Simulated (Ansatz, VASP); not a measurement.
# Two plane-wave programs on Ge2Sb3Se

```
Ge Sb Se
1.0
    -2.81391    2.81391    5.37897
     2.81391   -2.81391    5.37897
     2.81391    2.81391   -5.37897
Ge Sb Se
2 3 1
Direct
  0.73354 0.73354 0.00000
  0.26646 0.26646 0.00000
  0.75000 0.25000 0.50000
  0.25000 0.75000 0.50000
  0.00000 0.00000 0.00000
  0.50000 0.50000 0.00000
```

Alike in both runs: functional PBE; k mesh 10 × 10 × 10; occupations gaussian, width 0.1 eV; no spin polarisation.

Ansatz relaxed the structure, and its values are those at the end. VASP's run is a single point on that final structure, the one shown.

|  | VASP | Ansatz |
| --- | --- | --- |
| version | VASP 6.6.1 | Ansatz 0.2.0 |
| potentials or method | VASP PAW PBE potentials, release 64 (Ge_d, Sb, Se), cutoff 520 eV | scalar-relativistic, plane waves, PAW |
| valence electrons in the cell | 49 | 89 |

|  | VASP | Ansatz | Ansatz less VASP |
| --- | --- | --- | --- |
| gap on the k mesh at the Fermi level (eV) | none | none | - |
| pressure (GPa) | -0.1 | 0.0 | +0.06 |

A gap of «none» marks a metal or a gap that the smearing closes. VASP's potentials hold 49 valence electrons a cell and Ansatz's 89, so a difference there can come from the potentials and not from the codes.

Neither program's run includes spin-orbit coupling.
